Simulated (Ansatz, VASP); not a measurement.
**One calculation of RuRhC4N4, two programs**

File INCAR:

```
SYSTEM = RuRhC4N4
PREC = Accurate ; ENCUT = 520
EDIFF = 1E-6 ; ISMEAR = 0
SIGMA = 0.1 ; LREAL = .FALSE.
LASPH = .TRUE. ; NELM = 150
ALGO = Normal ; ISIF = 2
LWAVE = .FALSE. ; LCHARG = .FALSE.
ISPIN = 2 ; MAGMOM = 1 1 0 0 0 0 0 0 0 0
LORBIT = 11 ; LMAXMIX = 4
GGA = PE ; NBANDS = 48
```

KPOINTS

```
regular mesh
0
G
  4 4 4
  0 0 0
```

File POSCAR:

```
RuRhC4N4
1.0
    5.8583731800      0.0000000000      0.0000000000
    0.0000000000      5.8583731800      0.0000000000
    0.0000000000      0.0000000000      5.8583731800
Ru Rh C N
1 1 4 4
Direct
    0.0000000000      0.0000000000      0.0000000000
    0.5000000000      0.5000000000      0.5000000000
    0.1868532600      0.1868532600      0.1868532600
    0.1868532600      0.8131467400      0.8131467400
    0.8131467400      0.1868532600      0.8131467400
    0.8131467400      0.8131467400      0.1868532600
    0.3021582700      0.3021582700      0.3021582700
    0.3021582700      0.6978417300      0.6978417300
    0.6978417300      0.3021582700      0.6978417300
    0.6978417300      0.6978417300      0.3021582700
```

Input for Ansatz:

```yaml
crystal:
  lattice:
    - [5.85837318, 0.0, 0.0]
    - [0.0, 5.85837318, 0.0]
    - [0.0, 0.0, 5.85837318]
  atoms:
    - { symbol: Ru, position: [0.0, 0.0, 0.0], spin: 1.0 }
    - { symbol: Rh, position: [0.5, 0.5, 0.5], spin: 1.0 }
    - { symbol: C, position: [0.18685326, 0.18685326, 0.18685326] }
    - { symbol: C, position: [0.18685326, 0.81314674, 0.81314674] }
    - { symbol: C, position: [0.81314674, 0.18685326, 0.81314674] }
    - { symbol: C, position: [0.81314674, 0.81314674, 0.18685326] }
    - { symbol: "N", position: [0.30215827, 0.30215827, 0.30215827] }
    - { symbol: "N", position: [0.30215827, 0.69784173, 0.69784173] }
    - { symbol: "N", position: [0.69784173, 0.30215827, 0.69784173] }
    - { symbol: "N", position: [0.69784173, 0.69784173, 0.30215827] }
basis:
  ecutwfc: 420
kpoints:
  mp_grid: { grid: [4, 4, 4] }
hamiltonian:
  xc: pbe
scf:
  occupations: { method: gaussian, width: 0.1 }
  lower_state_search: "off"
output:
  forces: true
  stress: true
  eigenvalues: true
  populations: true
magnetization:
  spin_polarized: true
```

Alike in both runs: task single point; functional PBE; k mesh 4 × 4 × 4; occupations gaussian, width 0.1 eV; collinear spin.

|  | VASP | Ansatz |
| --- | --- | --- |
| version | VASP 6.6.1 | Ansatz 0.2.0 |
| potentials or method | VASP PAW PBE potentials, release 64 (Ru_pv, Rh_pv, C, N), cutoff 520 eV | scalar-relativistic, plane waves, PAW |
| valence electrons in the cell | 65 | 69 |

Ansatz gave:

| Item | Value |
| --- | --- |
| gap on the k mesh at the Fermi level (eV) | none |
| pressure (GPa) | 3.3 |
| rms of the force components (eV/Å) | 0.889 |
| net moment per atom (μB) | 0.10 |
| size of the moment on the site where the two differ most (μB) | 1.07 |

Q: Estimate VASP's values.

A: gap on the k mesh at the Fermi level (eV): none; pressure (GPa): 3.5; rms of the force components (eV/Å): 1.079; net moment per atom (μB): 0.10; size of the moment on the site where the two differ most (μB): 1.34.

Site moments also hang on the region over which each program counts them. Atom by atom the forces differ by 0.194 eV/Å (rms over components). A gap of «none» marks a metal or a gap that the smearing closes. The functional is the same, so the differences come from potentials, cutoffs and numerics. VASP's potentials hold 65 valence electrons a cell and Ansatz's 69, so a difference there can come from the potentials and not from the codes. Ansatz's warnings: seeded moment not kept.

Noted on VASP's run: the standard files for N, O and F lose accuracy on very short bonds.
